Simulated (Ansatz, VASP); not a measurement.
## Two plane-wave programs on BaTiO3

```xyz
5
Lattice="3.9791 0.0000 0.0000 0.0000 4.0301 0.0000 0.0000 0.0000 4.0301" Properties=species:S:1:pos:R:3 pbc="T T T"
Ba    1.9895    2.0151    2.0151
Ti    0.0000    0.0000    0.0000
O     1.9895    0.0000    0.0000
O     0.0000    2.0151    0.0000
O     0.0000    0.0000    2.0151
```

Alike in both runs: task single point; functional PBE; k mesh 8 × 8 × 8; occupations gaussian, width 0.02 eV; no spin polarisation.

|  | VASP | Ansatz |
| --- | --- | --- |
| version | VASP 6.6.1 | Ansatz 0.2.0 |
| potentials or method | VASP PAW PBE potentials, release 64 (Ba_sv, Ti_sv, O), cutoff 520 eV | scalar-relativistic, plane waves, PAW |
| valence electrons in the cell | 40 | 40 |

|  | VASP | Ansatz | Ansatz less VASP |
| --- | --- | --- | --- |
| gap on the k mesh at the Fermi level (eV) | 1.70 | 1.77 | +0.064 |
| least direct gap on the mesh (eV) | 1.86 | 1.88 | +0.027 |
| pressure (GPa) | 2.6 | 0.8 | -1.76 |
| traceless stress, the component that is largest in VASP (GPa) | 1.64 | 1.58 | -0.055 |

Spin-orbit coupling is off throughout.
